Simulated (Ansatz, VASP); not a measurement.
## ZnO: VASP beside Ansatz

```
Zn O
1.0
     3.23052    0.00000    0.00000
    -1.61526    2.79771    0.00000
     0.00000    0.00000    5.21394
Zn O
2 2
Direct
  0.66667 0.33333 0.50064
  0.33333 0.66667 0.00064
  0.66667 0.33333 0.87967
  0.33333 0.66667 0.37967
```

Alike in both runs: task single point; functional PBEsol; k mesh 9 × 9 × 6; occupations gaussian, width 0.02 eV; no spin polarisation.

|  | VASP | Ansatz |
| --- | --- | --- |
| version | VASP 6.6.1 | Ansatz 0.2.0 |
| potentials or method | VASP PAW PBE potentials, release 64 (Zn, O), cutoff 520 eV | scalar-relativistic, plane waves, PAW |
| valence electrons in the cell | 36 | 36 |

```csv
,VASP,Ansatz,Ansatz less VASP
gap on the k mesh at the Fermi level (eV),0.69,0.70,+0.015
least direct gap on the mesh (eV),0.69,0.70,+0.015
pressure (GPa),0.7,0.0,-0.77
```

VASP's potentials were made for PBE, not for PBEsol. With one functional, cell and mesh, what is left measures potentials, basis and numerics.
